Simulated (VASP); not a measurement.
# LiF (P1) in VASP: single point with PBEsol

Aim: the single point of LiF with PBEsol.

All numbers are computed with VASP 6.6.1; they aren't measurements. Logs are shortened: lines on timing, memory, paths and dates and some standing lists are left out, and cuts for length are marked.

### Step 1. The cell of the first run

The typed cell holds 2 atoms: a = 2.712 Å, b = 2.822 Å, c = 2.796 Å, α = 60.39°, β = 60.33°, γ = 58.12°.

### Step 2. Single point, PBEsol (atoms moved at random and the cell strained at random)

INCAR reads:

```
SYSTEM = LiF
ALGO     = Normal         ! electronic algorithm
EDIFF    = 1E-6           ! SCF threshold, eV
ENCUT    = 520            ! plane-wave cutoff, eV
GGA      = PS             ! functional
ISIF     = 2              ! what is computed and relaxed
ISMEAR   = 0              ! smearing method
LASPH    = .TRUE.         ! aspherical terms in the spheres
LCHARG   = .FALSE.        ! write CHGCAR
LREAL    = .FALSE.        ! projectors in reciprocal space
LWAVE    = .FALSE.        ! write WAVECAR
NBANDS   = 12             ! bands
NELM     = 100            ! most SCF steps
PREC     = Accurate       ! precision mode
SIGMA    = 0.02           ! smearing width, eV
```

KPOINTS reads:

```
k-points
0
G
  10 10 10
  0 0 0
```

POSCAR reads:

```
LiF
1.0
    0.0568753600      1.8801495600      1.9540230800
    1.9773250600     -0.0026584800      2.0135569200
    1.9956927400      1.9580510800     -0.0210261600
Li F
1 1
Direct
    0.0025546177     -0.0195357498      0.0218147964
    0.4974453823      0.5195357498      0.4781852036
```

Potentials or basis: VASP PAW PBE potentials, release 64 (Li_sv, F).

On the command line:

```console
$ cat potpaw_PBE.64/Li_sv/POTCAR potpaw_PBE.64/F/POTCAR > POTCAR
$ mpirun -np 1 vasp_std > vasp.out
```

OUTCAR:

```text
SYSTEM = LiF
   EDIFF = 1E-6
   ENCUT = 520
   GGA = PS
   ISIF = 2
   ISMEAR = 0
   LASPH = .TRUE.
   LREAL = .FALSE.
   NELM = 100
   PREC = Accurate

 ion  position               nearest neighbor table
   1  0.003  0.980  0.022-   2 1.83   2 1.93   2 1.95   2 1.97   2 2.02   2 2.07
   2  0.497  0.520  0.478-   1 1.83   1 1.93   1 1.95   1 1.97   1 2.02   1 2.07

  Warning from LATTYP: Got some problem with cell dimensions!
  Tried to take original basis but could not verify dimensions!
  LATTYP: Found a triclinic cell.
 ALAT       =     2.6900998948
 B/A-ratio  =     1.4283635583
 C/A-ratio  =     1.0490678294
 COS(alpha) =     0.0021803401
 COS(beta)  =     0.5166459873
 COS(gamma) =     0.6860989931

  Lattice vectors:

 A1 = (  -1.9204497000,   1.8828080400,  -0.0595338400)
 A2 = (   0.0752430400,   3.8408591200,  -0.0805600000)
 A3 = (  -1.9773250600,   0.0026584800,  -2.0135569200)

Analysis of symmetry for initial positions (statically):
=====================================================================
 Subroutine PRICEL returns:
 Original cell was already a primitive cell.

 Routine SETGRP: Setting up the symmetry group for a
 triclinic supercell.

 Subroutine GETGRP returns: Found  1 space group operations
 (whereof  1 operations were pure point group operations)
 out of a pool of  2 trial point group operations.

The static configuration has the point symmetry C_1 .

Analysis of symmetry for dynamics (positions and initial velocities):
=====================================================================
 Subroutine PRICEL returns:
 Original cell was already a primitive cell.

 Routine SETGRP: Setting up the symmetry group for a
 triclinic supercell.

 Subroutine GETGRP returns: Found  1 space group operations
 (whereof  1 operations were pure point group operations)
 out of a pool of  2 trial point group operations.

The dynamic configuration has the point symmetry C_1 .

 Subroutine INISYM returns: Found  1 space group operations
 (whereof  1 operations are pure point group operations),
 and found     1 'primitive' translations

----------------------------------------------------------------------------------------

                                     Primitive cell

  volume of cell :      14.9850

  direct lattice vectors                    reciprocal lattice vectors
     0.056875360  1.880149560  1.954023080    -0.263103110  0.270939302  0.258726562
     1.977325060 -0.002658480  2.013556920     0.257965823 -0.260315926  0.242965900
     1.995692740  1.958051080 -0.021026160     0.252985736  0.250198552 -0.248103187

  length of vectors
     2.712269045  2.822097257  2.795924828     0.457789019  0.439708058  0.433769858

  position of ions in fractional coordinates (direct lattice)
     0.002554618  0.980464250  0.021814796
     0.497445382  0.519535750  0.478185204

  ion indices of the primitive-cell ions
   primitive index   ion index
                 1           1
                 2           2

----------------------------------------------------------------------------------------

 KPOINTS: k-points

Automatic generation of k-mesh.
 Grid dimensions read from file:
 generate k-points for:   10   10   10

 Generating k-lattice:

  Cartesian coordinates                     Fractional coordinates (reciprocal lattice)
    -0.026310311  0.027093930  0.025872656     0.100000000  0.000000000  0.000000000
     0.025796582 -0.026031593  0.024296590    -0.000000000  0.100000000  0.000000000
     0.025298574  0.025019855 -0.024810319     0.000000000  0.000000000  0.100000000

  Length of vectors
     0.045778902  0.043970806  0.043376986

  Shift w.r.t. Gamma in fractional coordinates (k-lattice)
     0.000000000  0.000000000  0.000000000

 Subroutine IBZKPT returns following result:
 ===========================================

 Found    504 irreducible k-points:

 Following reciprocal coordinates:
            Coordinates               Weight
  0.000000  0.000000  0.000000      1.000000
  0.100000 -0.000000  0.000000      2.000000
  0.200000 -0.000000  0.000000      2.000000
  0.300000  0.000000  0.000000      2.000000
  0.400000  0.000000 -0.000000      2.000000
  0.500000  0.000000  0.000000      1.000000
[... 16 lines left out ...]
 -0.400000  0.200000 -0.000000      2.000000
 -0.300000  0.200000  0.000000      2.000000
 [... further k-points ...]
   k-points           NKPTS =    504   k-points in BZ     NKDIM =    504   number of bands    NBANDS=     12
   number of dos      NEDOS =    301   number of ions     NIONS =      2
   total plane-waves  NPLWV =  11520
   dimension x,y,z NGX =    20 NGY =   24 NGZ =   24
   dimension x,y,z NGXF=    40 NGYF=   48 NGZF=   48
   ions per type =               1   1
   NGX,Y,Z   is equivalent  to a cutoff of  12.26, 14.14, 14.27 a.u.
   NGXF,Y,Z  is equivalent  to a cutoff of  24.52, 28.28, 28.54 a.u.
 SYSTEM =  LiF
   PREC   = accura    normal or accurate (medium, high low for compatibility)
   ISTART =      0    job   : 0-new  1-cont  2-samecut
   ICHARG =      2    charge: 1-file 2-atom 10-const
   ISPIN  =      1    spin polarized calculation?
   LNONCOLLINEAR =      F non collinear calculations
   LSORBIT =      F    spin-orbit coupling
   LASPH  =      T    aspherical Exc in radial PAW
   ENCUT  =  520.0 eV  38.22 Ry    6.18 a.u.   5.04  5.25  5.20*2*pi/ulx,y,z
   NELM   =    100;   NELMIN=  2; NELMDL= -5     # of ELM steps
   EDIFF  = 0.1E-05   stopping-criterion for ELM
   LREAL  =      F    real-space projection
   EDIFFG = 0.1E-04   stopping-criterion for IOM
   NSW    =      0    number of steps for IOM
   IBRION =     -1    ionic relax: 0-MD 1-quasi-New 2-CG
   NFREE  =      0    steps in history (QN), initial steepest desc. (CG)
   ISIF   =      2    stress and relaxation
   ISYM   =      2    0-nonsym 1-usesym 2-fastsym
   POTIM  = 0.5000    time-step for ionic-motion
   TEBEG  =    0.0;   TEEND  =   0.0 temperature during run
   PSTRESS=    0.0 pullay stress
   NELECT =      10.0000    total number of electrons
   NUPDOWN=      -1.0000    fix difference up-down
   EMIN   =  10.00;   EMAX   =-10.00  energy-range for DOS
   EFERMI =   0.00;   METHOD = LEGACY
   ISMEAR =     0;   SIGMA  =   0.02  broadening in eV -4-tet -1-fermi 0-gaus
   EFERMI_NEDOS =   21; number of points for ismear=-14 and -15
   IALGO  =     38    algorithm
   IMIX   =      4    mixing-type and parameters
     AMIX     =   0.40;   BMIX     =  1.00
     AMIX_MAG =   1.60;   BMIX_MAG =  1.00
  volume/ion in A,a.u.               =       7.49        50.56
  Fermi-wavevector in a.u.,A,eV,Ry     =   1.430615  2.703471 27.846506  2.046660
  Thomas-Fermi vector in A             =   2.550441
   LORBIT       =      0    0 simple, 1 ext, 2 COOP (PROOUT), +10 PAW based schemes
   GGA     = PS    functional components
   LHFCALC =     F    Hartree Fock is set to
   AEXX    =    0.0000 exact exchange contribution
   IVDW    =     0    specifies the selected vdW correction
   LEPSILON=     F    determine dielectric tensor
   LRPA    =     F    only Hartree local field effects (RPA)
 non-spin polarized calculation
 Gauss-broadening in eV      SIGMA  =   0.02
  energy-cutoff  :      520.00
  volume of cell :       14.98
 maximum number of plane-waves:       414
   NGX = 11   NGY = 11   NGZ = 11

 number of electron      10.0000000 magnetization

 Free energy of the ion-electron system (eV)
  ---------------------------------------------------
  ext. energy  EPLUGINS =         0.00000000
  ---------------------------------------------------
  free energy    TOTEN  =        -9.79359287 eV

  energy without entropy =       -9.79359287  energy(sigma->0) =       -9.79359287

 E-fermi :  -0.1114     XC(G=0): -10.6344

 val. band max:       -0.3813396195   @ k =   0.0000   0.0000   0.0000
 cond. band min:       9.1155999083   @ k =   0.0000   0.0000   0.0000
 fundamental gap:      9.4969395279
 Fermi energy:        -0.1113591915

 k-point     1 :       0.0000    0.0000    0.0000
  band No.  band energies     occupation
      1     -40.5994      2.00000
      2     -20.6692      2.00000
      3      -0.7230      2.00000
      4      -0.5784      2.00000
      5      -0.3813      2.00000
      6       9.1156      0.00000
      7      23.0396      0.00000
      8      23.3125      0.00000
      9      24.4473      0.00000
     10      24.8249      0.00000
     11      25.0909      0.00000
     12      25.9342      0.00000

 k-point     2 :       0.1000   -0.0000    0.0000
  band No.  band energies     occupation
      1     -40.5892      2.00000
      2     -20.6166      2.00000
      3      -0.7736      2.00000
      4      -0.6951      2.00000
      5      -0.6189      2.00000
      6       9.4086      0.00000
      7      21.9884      0.00000
      8      22.3590      0.00000
      9      22.7680      0.00000
     10      24.8546      0.00000
     11      25.4579      0.00000
     12      25.9053      0.00000

 k-point     3 :       0.2000   -0.0000    0.0000
  band No.  band energies     occupation
      1     -40.5627      2.00000
      2     -20.4741      2.00000
      3      -1.5291      2.00000
      4      -0.8078      2.00000
      5      -0.7320      2.00000
      6      10.0136      0.00000
      7      19.4349      0.00000
      8      20.6607      0.00000
      9      21.1564      0.00000
     10      25.9012      0.00000
     11      26.8090      0.00000
     12      27.0834      0.00000
[... 286 lines left out ...]
 k-point    23 :      -0.4000    0.2000   -0.0000
  band No.  band energies     occupation
      1     -40.4878      2.00000
      2     -19.9816      2.00000
      3      -3.1326      2.00000
      4      -1.9749      2.00000
      5      -1.1279      2.00000
      6      11.8116      0.00000
      7      15.7260      0.00000
      8      18.4784      0.00000
      9      19.9160      0.00000
     10      28.4013      0.00000
     11      30.9489      0.00000
     12      31.9693      0.00000

 k-point    24 :      -0.3000    0.2000    0.0000
  band No.  band energies     occupation
      1     -40.4997      2.00000
      2     -20.0803      2.00000
      3      -2.8099      2.00000
      4      -1.9118      2.00000
      5      -0.9338      2.00000
      6      11.6975      0.00000
      7      15.6830      0.00000
      8      18.7507      0.00000
      9      20.2016      0.00000
     10      28.7340      0.00000
     11      29.6362      0.00000
     12      30.3044      0.00000

 [... further k-points ...]

------------------------ aborting loop because EDIFF is reached ----------------------------------------

  FORCE on cell =-STRESS in cart. coord.  units (eV):
  Direction    XX          YY          ZZ          XY          YZ          ZX
  --------------------------------------------------------------------------------------
  -------------------------------------------------------------------------------------
  Total        0.5219876      1.0048281      0.4121073     -0.2479100      0.2672268     -0.0923480
  in kB       55.8103835    107.4351870     44.0620910    -26.5062816     28.5716107     -9.8737533
  external PRESSURE =      69.1025538 kB  Pullay stress =       0.0000000 kB

 VOLUME and BASIS-vectors are now :
 -----------------------------------------------------------------------------
  energy-cutoff  :      520.00
  volume of cell :       14.98
      direct lattice vectors                 reciprocal lattice vectors
     0.056875360  1.880149560  1.954023080    -0.263103110  0.270939302  0.258726562
     1.977325060 -0.002658480  2.013556920     0.257965823 -0.260315926  0.242965900
     1.995692740  1.958051080 -0.021026160     0.252985736  0.250198552 -0.248103187

 POSITION                                       TOTAL-FORCE (eV/Angst)
 -----------------------------------------------------------------------------------
      1.98238      0.04491      1.97875        -0.028129     -0.356807      0.127216
      2.00989      1.87020      2.00808         0.028129      0.356807     -0.127216
 -----------------------------------------------------------------------------------
    total drift:                               -0.000062      0.000042     -0.000033

  FREE ENERGIE OF THE ION-ELECTRON SYSTEM (eV)
  ---------------------------------------------------
  free  energy   TOTEN  =        -9.7935928711 eV

  energy  without entropy=       -9.7935928711  energy(sigma->0) =       -9.79359287
```

Run time: 50 s. Hardware: 1 thread of Intel Xeon Platinum 8375C at 2.90GHz (Ice Lake), shared host; peak memory 0.19 GiB.

Results:

```
Free energy            : -9.7936 eV
Largest force          : 0.380 eV/Å
Band gap on the k mesh : 9.50 eV
```

Forces in eV/Å, atoms in the order of the input:
```
Li  -0.028 -0.357  0.127
F    0.028  0.357 -0.127
```

Caveat: the cell differs from its parent crystal (atoms moved at random and the cell strained at random); the cutoff is under 1.25 times the usual one of these potentials, so pressure, stress and relaxed cells hold a basis-set (Pulay) error; the PAW data sets were made with another functional, which shifts forces and pressure a little. A k mesh can miss the band edges.
